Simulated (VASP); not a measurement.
Wanted: the native input for a VASP 6.6.1 run.

```yaml
Task: single point
Functional: PBE
Potentials_or_basis: VASP PAW PBE potentials, release 64 (Si, C)
Cutoff: 520 eV
k_mesh: 12 × 12 × 4
Occupations: gaussian, width 0.05 eV
Spin: no spin polarisation
Dipole_correction: no
Further_INCAR_settings: ALGO = Normal; EDIFF = 1e-06; NBANDS = 26
```

The structure of SiC lies in POSCAR:

```
SiC
1.0
    3.2178849880      0.0000000000      0.0000000000
   -1.6089424940      2.7867701460      0.0000000000
    0.0000000000      0.0000000000      9.7241656306
Si C
4 4
Direct
    0.6666666667      0.3333333333      0.9378441878
    0.3333333333      0.6666666667      0.4378441878
    0.0000000000      0.0000000000      0.6878995565
    0.0000000000      0.0000000000      0.1878995565
    0.6666666667      0.3333333333      0.7498074459
    0.3333333333      0.6666666667      0.2498074459
    0.0000000000      0.0000000000      0.5004478098
    0.0000000000      0.0000000000      0.0004478098
```

This cell differs from its parent crystal: strain +0.040 along x and y, -0.040 along z.

The input as run:

INCAR

```
SYSTEM = SiC
PREC = Accurate ; ENCUT = 520
EDIFF = 1E-6 ; ISMEAR = 0
SIGMA = 0.05 ; LREAL = .False.
LASPH = .True. ; NELM = 80
ALGO = Normal ; ISIF = 2
LWAVE = .False. ; LCHARG = .False.
GGA = PE ; NBANDS = 26
```

KPOINTS

```
regular mesh
0
Gamma
  12 12 4
  0 0 0
```

Potentials or basis: VASP PAW PBE potentials, release 64 (Si, C).

Launch:

```console
$ cat potpaw_PBE.64/Si/POTCAR potpaw_PBE.64/C/POTCAR > POTCAR
$ mpirun -np 1 vasp_std > vasp.out
```

Results of the run:

```
Pressure               : -5.8 GPa
Largest force          : 0.918 eV/Å
Band gap on the k mesh : 1.78 eV, indirect (least direct gap 2.85 eV)
```

Caveat: the cell differs from its parent crystal (strain +0.040 along x and y, -0.040 along z).

Wall time 83 s on 1 thread of Intel Xeon 6975P-C, on a shared host, peak memory 0.24 GiB.
